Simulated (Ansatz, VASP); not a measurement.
**C: VASP beside Ansatz**

```
CELL_PARAMETERS angstrom
-1.18228 1.18228 1.18228
1.18228 -1.18228 1.18228
1.18228 1.18228 -1.18228
ATOMIC_POSITIONS crystal
C 0.00000 0.00000 0.00000
```

Alike in both runs: functional r2SCAN; k mesh 8 × 8 × 8; occupations gaussian, width 0.1 eV; no spin polarisation.

Ansatz relaxed the structure, and its values are those at the end. VASP's run is a single point on that final structure, the one shown.

|  | VASP | Ansatz |
| --- | --- | --- |
| version | VASP 6.6.1 | Ansatz 0.2.0 |
| potentials or method | VASP PAW PBE potentials, release 64 (C), cutoff 520 eV | scalar-relativistic, plane waves, PAW |
| valence electrons in the cell | 4 | 4 |

|  | VASP | Ansatz | Ansatz less VASP |
| --- | --- | --- | --- |
| gap on the k mesh at the Fermi level (eV) | none | none | - |
| pressure (GPa) | 0.1 | -0.1 | -0.22 |

VASP's potentials were made for PBE, not for r2SCAN. A gap of «none» marks a metal or a gap that the smearing closes.

The k mesh is coarse, so the values compare programs but aren't converged.
